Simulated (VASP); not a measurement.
# AlFe (P4mm) in VASP: single point with PBE

Aim: the single point of AlFe with PBE.

Program: VASP 6.6.1. These are calculated values, not measurements. Logs are shortened: lines on timing, memory, paths and dates and some standing lists are left out, and cuts for length are marked.

### Step 1. The cell of the first run

Symmetry: P4mm, No. 99, tetragonal system. The conventional cell has a = 2.910 Å, b = 2.910 Å, c = 2.910 Å, α = 90.00°, β = 90.00°, γ = 90.00°. Within 3.2 Å of Al (site symmetry 4mm) lie 8 Fe at 2.41 to 2.64 Å and 6 Al at 2.91 Å. Within 3.2 Å of Fe (site symmetry 4mm) lie 8 Al at 2.41 to 2.64 Å and 6 Fe at 2.91 Å.

### Step 2. Single point, PBE, collinear spin, ferromagnetic start (atom 2 (Fe) moved by [0.2, 0.0, 0.0] A)

File INCAR:

```
SYSTEM = AlFe
ALGO = Normal ; EDIFF = 1E-6
ENCUT = 520 ; GGA = PE
ISIF = 2 ; ISMEAR = -1
ISPIN = 2 ; LASPH = .True.
LCHARG = .False. ; LMAXMIX = 4
LORBIT = 11 ; LREAL = .False.
LWAVE = .False. ; MAGMOM = 0 3
NBANDS = 16 ; NELM = 150
PREC = Accurate ; SIGMA = 0.05
```

File KPOINTS:

```
k-points
0
Gamma
  12 12 12
  0 0 0
```

File POSCAR:

```
AlFe
1.0
    2.9100000000      0.0000000000      0.0000000000
    0.0000000000      2.9100000000      0.0000000000
    0.0000000000      0.0000000000      2.9100000000
Al Fe
1 1
Direct
    0.0000000000      0.0000000000      0.0000000000
    0.5687285223      0.5000000000      0.5000000000
```

Potentials or basis: VASP PAW PBE potentials, release 64 (Al, Fe).

The run is started by

```console
cat potpaw_PBE.64/Al/POTCAR potpaw_PBE.64/Fe/POTCAR > POTCAR
mpirun -np 1 vasp_std > vasp.out
```

OUTCAR:

```text
SYSTEM = AlFe
   EDIFF = 1E-6
   ENCUT = 520
   GGA = PE
   ISIF = 2
   ISMEAR = -1
   ISPIN = 2
   LASPH = .True.
   LORBIT = 11
   LREAL = .False.
   NELM = 150
   PREC = Accurate

 ion  position               nearest neighbor table
   1  0.000  0.000  0.000-   2 2.41   2 2.41   2 2.41   2 2.41   2 2.64   2 2.64   2 2.64   2 2.64

   2  0.569  0.500  0.500-   1 2.41   1 2.41   1 2.41   1 2.41   1 2.64   1 2.64   1 2.64   1 2.64

  LATTYP: Found a simple cubic cell.
 ALAT       =     2.9100000000

  Lattice vectors:

 A1 = (   2.9100000000,   0.0000000000,   0.0000000000)
 A2 = (   0.0000000000,   2.9100000000,   0.0000000000)
 A3 = (   0.0000000000,   0.0000000000,   2.9100000000)

Analysis of symmetry for initial positions (statically):
=====================================================================
 Subroutine PRICEL returns:
 Original cell was already a primitive cell.

 Routine SETGRP: Setting up the symmetry group for a
 simple cubic supercell.

 Subroutine GETGRP returns: Found  8 space group operations
 (whereof  8 operations were pure point group operations)
 out of a pool of 48 trial point group operations.

The static configuration has the point symmetry C_4v.

Analysis of symmetry for dynamics (positions and initial velocities):
=====================================================================
 Subroutine PRICEL returns:
 Original cell was already a primitive cell.

 Routine SETGRP: Setting up the symmetry group for a
 simple cubic supercell.

 Subroutine GETGRP returns: Found  8 space group operations
 (whereof  8 operations were pure point group operations)
 out of a pool of 48 trial point group operations.

The dynamic configuration has the point symmetry C_4v.

Analysis of structural, dynamic, and magnetic symmetry:
=====================================================================
 Subroutine PRICEL returns:
 Original cell was already a primitive cell.

 Routine SETGRP: Setting up the symmetry group for a
 simple cubic supercell.

 Subroutine GETGRP returns: Found  8 space group operations
 (whereof  8 operations were pure point group operations)
 out of a pool of 48 trial point group operations.

The overall configuration has the point symmetry C_4v.

 Subroutine INISYM returns: Found  8 space group operations
 (whereof  8 operations are pure point group operations),
 and found     1 'primitive' translations

----------------------------------------------------------------------------------------

                                     Primitive cell

  volume of cell :      24.6422

  direct lattice vectors                    reciprocal lattice vectors
     2.910000000  0.000000000  0.000000000     0.343642612  0.000000000  0.000000000
     0.000000000  2.910000000  0.000000000     0.000000000  0.343642612  0.000000000
     0.000000000  0.000000000  2.910000000     0.000000000  0.000000000  0.343642612

  length of vectors
     2.910000000  2.910000000  2.910000000     0.343642612  0.343642612  0.343642612

  position of ions in fractional coordinates (direct lattice)
     0.000000000  0.000000000  0.000000000
     0.568728522  0.500000000  0.500000000

  ion indices of the primitive-cell ions
   primitive index   ion index
                 1           1
                 2           2

----------------------------------------------------------------------------------------

 KPOINTS: k-points

Automatic generation of k-mesh.
 Grid dimensions read from file:
 generate k-points for:   12   12   12

 Generating k-lattice:

  Cartesian coordinates                     Fractional coordinates (reciprocal lattice)
     0.028636884  0.000000000  0.000000000     0.083333333  0.000000000  0.000000000
     0.000000000  0.028636884  0.000000000     0.000000000  0.083333333  0.000000000
     0.000000000  0.000000000  0.028636884     0.000000000  0.000000000  0.083333333

  Length of vectors
     0.028636884  0.028636884  0.028636884

  Shift w.r.t. Gamma in fractional coordinates (k-lattice)
     0.000000000  0.000000000  0.000000000

 Subroutine IBZKPT returns following result:
 ===========================================

 Found    196 irreducible k-points:

 Following reciprocal coordinates:
            Coordinates               Weight
  0.000000  0.000000  0.000000      1.000000
  0.083333  0.000000  0.000000      2.000000
  0.000000  0.083333  0.000000      4.000000
  0.166667  0.000000  0.000000      2.000000
  0.000000  0.166667  0.000000      4.000000
  0.250000  0.000000  0.000000      2.000000
[... 16 lines left out ...]
  0.000000  0.333333  0.083333      8.000000
  0.083333  0.000000  0.333333      8.000000
 [... further k-points ...]
   k-points           NKPTS =    196   k-points in BZ     NKDIM =    196   number of bands    NBANDS=     16
   number of dos      NEDOS =    301   number of ions     NIONS =      2
   total plane-waves  NPLWV =  13824
   dimension x,y,z NGX =    24 NGY =   24 NGZ =   24
   dimension x,y,z NGXF=    48 NGYF=   48 NGZF=   48
   ions per type =               1   1
   NGX,Y,Z   is equivalent  to a cutoff of  13.71, 13.71, 13.71 a.u.
   NGXF,Y,Z  is equivalent  to a cutoff of  27.42, 27.42, 27.42 a.u.
 SYSTEM =  AlFe
   PREC   = accura    normal or accurate (medium, high low for compatibility)
   ISTART =      0    job   : 0-new  1-cont  2-samecut
   ICHARG =      2    charge: 1-file 2-atom 10-const
   ISPIN  =      2    spin polarized calculation?
   LNONCOLLINEAR =      F non collinear calculations
   LSORBIT =      F    spin-orbit coupling
   LASPH  =      T    aspherical Exc in radial PAW
   ENCUT  =  520.0 eV  38.22 Ry    6.18 a.u.   5.41  5.41  5.41*2*pi/ulx,y,z
   NELM   =    150;   NELMIN=  2; NELMDL= -5     # of ELM steps
   EDIFF  = 0.1E-05   stopping-criterion for ELM
   LREAL  =      F    real-space projection
   EDIFFG = 0.1E-04   stopping-criterion for IOM
   NSW    =      0    number of steps for IOM
   IBRION =     -1    ionic relax: 0-MD 1-quasi-New 2-CG
   NFREE  =      0    steps in history (QN), initial steepest desc. (CG)
   ISIF   =      2    stress and relaxation
   ISYM   =      2    0-nonsym 1-usesym 2-fastsym
   POTIM  = 0.5000    time-step for ionic-motion
   TEBEG  =    0.0;   TEEND  =   0.0 temperature during run
   PSTRESS=    0.0 pullay stress
   NELECT =      11.0000    total number of electrons
   NUPDOWN=      -1.0000    fix difference up-down
   EMIN   =  10.00;   EMAX   =-10.00  energy-range for DOS
   EFERMI =   0.00;   METHOD = LEGACY
   ISMEAR =    -1;   SIGMA  =   0.05  broadening in eV -4-tet -1-fermi 0-gaus
   EFERMI_NEDOS =   21; number of points for ismear=-14 and -15
   IALGO  =     38    algorithm
   IMIX   =      4    mixing-type and parameters
     AMIX     =   0.40;   BMIX     =  1.00
     AMIX_MAG =   1.60;   BMIX_MAG =  1.00
  volume/ion in A,a.u.               =      12.32        83.15
  Fermi-wavevector in a.u.,A,eV,Ry     =   1.251160  2.364349 21.298567  1.565401
  Thomas-Fermi vector in A             =   2.385120
   LORBIT       =     11    0 simple, 1 ext, 2 COOP (PROOUT), +10 PAW based schemes
   GGA     = PE    functional components
   LHFCALC =     F    Hartree Fock is set to
   AEXX    =    0.0000 exact exchange contribution
   IVDW    =     0    specifies the selected vdW correction
   LEPSILON=     F    determine dielectric tensor
   LRPA    =     F    only Hartree local field effects (RPA)
 spin polarized calculation
  energy-cutoff  :      520.00
  volume of cell :       24.64
 maximum number of plane-waves:       691
 NGX is ok and might be reduce to    24
   NGX = 11   NGY = 11   NGZ = 11

 number of electron      10.9999998 magnetization       0.7368624

 Free energy of the ion-electron system (eV)
  ---------------------------------------------------
  ext. energy  EPLUGINS =         0.00000000
  ---------------------------------------------------
  free energy    TOTEN  =       -12.50233643 eV

  energy without entropy =      -12.48341878  energy(sigma->0) =      -12.49287761

 E-fermi :   7.6466     XC(G=0): -11.9611

 val. band max:        7.6412543150   @ k =   0.3333   0.2500   0.0000
 cond. band min:       7.6480022010   @ k =   0.4167   0.5000   0.4167
 fundamental gap:      0.0067478860
 Fermi energy:         7.6465633492

 spin component 1

 k-point     1 :       0.0000    0.0000    0.0000
  band No.  band energies     occupation
      1      -2.5543      1.00000
      2       5.1812      1.00000
      3       5.2136      1.00000
      4       7.1832      0.99991
      5       7.1832      0.99991
      6       7.2043      0.99986
[... 8 lines left out ...]
     15      28.9693      0.00000
     16      30.8230      0.00000

 k-point     2 :       0.0833    0.0000    0.0000
  band No.  band energies     occupation
      1      -2.4279      1.00000
      2       5.2010      1.00000
      3       5.2166      1.00000
      4       7.1123      0.99998
      5       7.1123      0.99998
      6       7.2117      0.99983
[... 8 lines left out ...]
     15      28.9652      0.00000
     16      29.4100      0.00000

 k-point     3 :       0.0000    0.0833    0.0000
  band No.  band energies     occupation
      1      -2.4273      1.00000
      2       5.1750      1.00000
      3       5.2444      1.00000
      4       7.1133      0.99998
      5       7.1265      0.99997
      6       7.1943      0.99988
[... 8 lines left out ...]
     15      28.7022      0.00000
     16      29.5630      0.00000
[... 362 lines left out ...]
 k-point    23 :       0.0000    0.3333    0.0833
  band No.  band energies     occupation
      1      -0.4742      1.00000
      2       4.0831      1.00000
      3       5.6353      1.00000
      4       6.4181      1.00000
      5       6.5324      1.00000
      6       7.2039      0.99986
[... 8 lines left out ...]
     15      27.0398      0.00000
     16      28.2066      0.00000

 k-point    24 :       0.0833    0.0000    0.3333
  band No.  band energies     occupation
      1      -0.4746      1.00000
      2       4.0811      1.00000
      3       5.6369      1.00000
      4       6.4486      1.00000
      5       6.5042      1.00000
      6       7.2027      0.99986
[... 8 lines left out ...]
     15      26.9341      0.00000
     16      28.1684      0.00000

 [... further k-points ...]

 spin component 2

 k-point     1 :       0.0000    0.0000    0.0000
  band No.  band energies     occupation
      1      -2.5517      1.00000
      2       5.5877      1.00000
      3       5.6005      1.00000
      4       8.0232      0.00054
      5       8.0877      0.00015
      6       8.0877      0.00015
[... 8 lines left out ...]
     15      29.0118      0.00000
     16      30.8092      0.00000

 k-point     2 :       0.0833    0.0000    0.0000
  band No.  band energies     occupation
      1      -2.4254      1.00000
      2       5.5755      1.00000
      3       5.6267      1.00000
      4       8.0040      0.00078
      5       8.0040      0.00078
      6       8.0314      0.00045
[... 8 lines left out ...]
     15      29.0034      0.00000
     16      29.4227      0.00000

 k-point     3 :       0.0000    0.0833    0.0000
  band No.  band energies     occupation
      1      -2.4248      1.00000
      2       5.5670      1.00000
      3       5.6370      1.00000
      4       7.9348      0.00313
      5       8.0052      0.00077
      6       8.0982      0.00012
[... 8 lines left out ...]
     15      28.7194      0.00000
     16      29.5883      0.00000
[... 362 lines left out ...]
 k-point    23 :       0.0000    0.3333    0.0833
  band No.  band energies     occupation
      1      -0.4719      1.00000
      2       4.2198      1.00000
      3       6.0711      1.00000
      4       7.1220      0.99997
      5       7.3358      0.99801
      6       8.1103      0.00009
[... 8 lines left out ...]
     15      27.0938      0.00000
     16      28.2071      0.00000

 k-point    24 :       0.0833    0.0000    0.3333
  band No.  band energies     occupation
      1      -0.4721      1.00000
      2       4.2194      1.00000
      3       6.0715      1.00000
      4       7.2224      0.99979
      5       7.2337      0.99974
      6       8.1093      0.00010
[... 8 lines left out ...]
     15      26.9853      0.00000
     16      28.1623      0.00000

 [... further k-points ...]

------------------------ aborting loop because EDIFF is reached ----------------------------------------

  FORCE on cell =-STRESS in cart. coord.  units (eV):
  Direction    XX          YY          ZZ          XY          YZ          ZX
  --------------------------------------------------------------------------------------
  -------------------------------------------------------------------------------------
  Total       -0.8055911     -0.3454816     -0.3454816      0.0000000      0.0000000     -0.0000000
  in kB      -52.3776835    -22.4624180    -22.4624180      0.0000000      0.0000000     -0.0000000
  external PRESSURE =     -32.4341731 kB  Pullay stress =       0.0000000 kB

 VOLUME and BASIS-vectors are now :
 -----------------------------------------------------------------------------
  energy-cutoff  :      520.00
  volume of cell :       24.64
      direct lattice vectors                 reciprocal lattice vectors
     2.910000000  0.000000000  0.000000000     0.343642612  0.000000000  0.000000000
     0.000000000  2.910000000  0.000000000     0.000000000  0.343642612  0.000000000
     0.000000000  0.000000000  2.910000000     0.000000000  0.000000000  0.343642612

 POSITION                                       TOTAL-FORCE (eV/Angst)
 -----------------------------------------------------------------------------------
      0.00000      0.00000      0.00000         1.383601      0.000000      0.000000
      1.65500      1.45500      1.45500        -1.383601      0.000000     -0.000000
 -----------------------------------------------------------------------------------
    total drift:                               -0.000072      0.000000      0.000002

  FREE ENERGIE OF THE ION-ELECTRON SYSTEM (eV)
  ---------------------------------------------------
  free  energy   TOTEN  =       -12.5023364348 eV

  energy  without entropy=      -12.4834187828  energy(sigma->0) =      -12.49287761

 total charge

# of ion       s       p       d       tot
------------------------------------------
    1        0.402   0.424   0.000   0.826
    2        0.422   0.479   6.464   7.365
--------------------------------------------------
tot          0.824   0.903   6.464   8.191

 magnetization (x)

# of ion       s       p       d       tot
------------------------------------------
    1       -0.009  -0.016   0.000  -0.025
    2       -0.000   0.008   0.774   0.782
--------------------------------------------------
tot         -0.009  -0.009   0.774   0.757
```

Wall time 2.8 min (1 thread of Intel Xeon 8259CL, shared host); peak memory 0.24 GiB.

What came out:

| Property | Result |
| --- | --- |
| Free energy | -12.5023 eV |
| Pressure | -3.2 GPa |
| Largest force | 1.384 eV/Å |
| Net moment | 0.74 μB per cell |
| Site moments | Al -0.03; Fe +0.78 μB |
| Valence electrons inside the program's atomic spheres | Al 0.83; Fe 7.37 |

Forces on the atoms (eV/Å):
```
Al   1.384  0.000  0.000
Fe  -1.384  0.000  0.000
```

Levels at points of the mesh, in eV from the Fermi level:
Spin up:
```csv
k point,band 3,band 4,band 5,band 6,band 7,band 8,band 9,band 10
"(0.00, 0.00, 0.00)",-2.43,-0.46,-0.46,-0.44,6.15,6.15,6.19,9.17
"(0.50, 0.00, 0.00)",-1.89,-1.34,-1.34,-0.33,0.80,8.75,10.62,10.62
"(0.00, 0.50, 0.00)",-1.87,-1.35,-1.34,-0.36,0.76,8.69,10.83,10.99
"(0.50, 0.50, 0.00)",-2.08,-1.87,-1.13,-1.13,0.35,3.06,3.69,12.47
"(0.00, 0.50, 0.50)",-2.17,-2.17,-1.02,-1.02,0.35,3.01,3.73,12.59
"(0.50, 0.50, 0.50)",-3.51,0.38,0.39,2.82,2.82,2.97,3.73,5.73
```
Spin down:
```csv
k point,band 1,band 2,band 3,band 4,band 5,band 6,band 7,band 8,band 9,band 10
"(0.00, 0.00, 0.00)",-10.20,-2.06,-2.05,0.38,0.44,0.44,6.18,6.18,6.21,9.24
"(0.50, 0.00, 0.00)",-6.26,-5.72,-1.42,-0.55,-0.55,0.50,1.33,8.63,10.72,10.72
"(0.00, 0.50, 0.00)",-6.17,-5.79,-1.41,-0.64,-0.55,0.56,1.31,8.57,10.93,11.09
"(0.50, 0.50, 0.00)",-4.55,-2.45,-2.09,-1.77,-0.38,-0.29,0.93,3.43,4.27,12.40
"(0.00, 0.50, 0.50)",-4.60,-2.14,-2.14,-2.09,-0.22,-0.22,0.95,3.36,4.25,12.53
"(0.50, 0.50, 0.50)",-3.12,-3.06,-3.06,0.96,0.99,2.89,2.89,3.05,3.66,6.15
```

Caveat: the cell differs from its parent crystal (atom 2 (Fe) moved by [0.2, 0.0, 0.0] A); the cell stands under tension; forces of over 1 eV/Å act on the atoms, so gaps and moduli don't describe the material at rest.
